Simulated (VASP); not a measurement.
V, 2 atoms in the cell. Symmetry: Im-3m, No. 229, cubic system. Conventional cell: a = 2.926 Å, b = 2.926 Å, c = 2.926 Å, α = 90.00°, β = 90.00°, γ = 90.00°. V (site symmetry m-3m) has 14 V at 2.53 to 2.93 Å within 3.3 Å. 

```yaml
Program: VASP 6.6.1
Task: single point
Functional: LDA
Potentials_or_basis: VASP PAW LDA potentials, release 64 (V_sv)
Cutoff: 500 eV
k_mesh: 14 × 14 × 8
Occupations: gaussian, width 0.05 eV
Spin: collinear spin, ferromagnetic start
Starting_moments: "[1.0, 1.0] μB"
Dipole_correction: no
Further_INCAR_settings: ALGO = Normal; EDIFF = 1e-06; NBANDS = 24
```

Potentials or basis: VASP PAW LDA potentials, release 64 (V_sv).

Launch:

```console
$ cat potpaw_LDA.64/V_sv/POTCAR > POTCAR
$ mpirun -np 1 vasp_std > vasp.out
```

Hardware: 1 thread of Intel Xeon 8259CL, on a shared host.

**Question.** How long does it take, and how much memory?

**Answer.** Wall time 4.7 min on 1 thread of Intel Xeon 8259CL (shared host), peak memory 0.3 GiB. Counts: scf iterations 13, k points 285.
